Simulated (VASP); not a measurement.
Ir:

```
CELL_PARAMETERS angstrom
0.00000 1.91560 1.91560
1.91560 0.00000 1.91560
1.91560 1.91560 0.00000
ATOMIC_POSITIONS crystal
Ir 0.00000 0.00000 0.00000
```

Base run:

| Property | Result |
| --- | --- |
| Program | VASP 6.6.1 |
| Functional | PBE |
| Potentials or basis | VASP PAW PBE potentials, release 64 (Ir) |
| Cutoff | 500 eV |
| k mesh | 10 × 10 × 10 |
| Occupations | fermi-dirac, width 0.05 eV |
| Spin | no spin polarisation |

Its results: pressure 12.2 GPa.

Task: The run is repeated on the same cell with these changes: k mesh from 10 × 10 × 10 to 6 × 6 × 6. What comes out?

Result: Pressure 13.0 GPa.

Caveats: some runs use coarse meshes.
